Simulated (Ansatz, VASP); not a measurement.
## One calculation of Al2InN3, two programs

Contents of INCAR:

```
SYSTEM = Al2InN3
  ALGO = Normal
  EDIFF = 1E-6
  EDIFFG = -0.04
  ENCUT = 600
  GGA = PE
  IBRION = 2
  ISIF = 3
  ISMEAR = 0
  LASPH = .TRUE.
  LCHARG = .FALSE.
  LREAL = .FALSE.
  LWAVE = .FALSE.
  NELM = 100
  NSW = 90
  PREC = Accurate
  SIGMA = 0.1
```

KPOINTS

```
k-points
0
G
  6 6 2
  0 0 0
```

The input POSCAR:

```
Al2InN3
1.0
    3.3556249000      0.0000000000      0.0000000000
   -1.6778124500      2.9060564100      0.0000000000
    0.0000000000      0.0000000000      8.2137915600
Al In N
2 1 3
Direct
    0.3333333300      0.6666666700      0.6559943000
    0.6666666700      0.3333333300      0.3440057000
    0.0000000000      0.0000000000      0.0000000000
    0.3333333300      0.6666666700      0.1659022100
    0.6666666700      0.3333333300      0.8340977900
    0.0000000000      0.0000000000      0.5000000000
```

Input for Ansatz:

```yaml
crystal:
  lattice:
    - [3.3556249, 0.0, 0.0]
    - [-1.67781245, 2.90605641, 0.0]
    - [0.0, 0.0, 8.21379156]
  atoms:
    - { symbol: Al, position: [0.33333333, 0.66666667, 0.6559943] }
    - { symbol: Al, position: [0.66666667, 0.33333333, 0.3440057] }
    - { symbol: In, position: [0.0, 0.0, 0.0] }
    - { symbol: "N", position: [0.33333333, 0.66666667, 0.16590221] }
    - { symbol: "N", position: [0.66666667, 0.33333333, 0.83409779] }
    - { symbol: "N", position: [0.0, 0.0, 0.5] }
basis:
  ecutwfc: 420
kpoints:
  mp_grid: { grid: [6, 6, 2] }
hamiltonian:
  xc: pbe
scf:
  occupations: { method: gaussian, width: 0.1 }
  lower_state_search: "off"
output:
  forces: true
  stress: true
  eigenvalues: true
relax:
  adjacent_minimum: "off"
  f_tol: 0.04
  max_steps: 70
  cell: { stress_tol: 0.4 }
```

Change from the starting cell: species swapped into the CaSm2S3 type (P-3m1, No. 164).

Alike in both runs: task relaxation of cell and atoms; functional PBE; k mesh 6 × 6 × 2; occupations gaussian, width 0.1 eV; no spin polarisation.

```csv
,VASP,Ansatz
version,VASP 6.6.1,Ansatz 0.2.0
potentials or method,"VASP PAW PBE potentials, release 64 (Al, In_d, N), cutoff 600 eV","scalar-relativistic, plane waves, PAW"
valence electrons in the cell,34,34
```

VASP gave:

| Item | Value |
| --- | --- |
| gap on the k mesh at the Fermi level, each at its own relaxed structure (eV) | 2.36 |
| relaxed volume (Å³/atom) | 9.93 |
| relaxed cell length with the largest relative difference (Å) | 3.026 |

What did Ansatz give for the same quantities?

gap on the k mesh at the Fermi level, each at its own relaxed structure (eV): 2.37; relaxed volume (Å³/atom): 9.95; relaxed cell length with the largest relative difference (Å): 3.028.

Noted on VASP's run: the volume moved by over 15 % at a fixed basis, so the end points are rough.
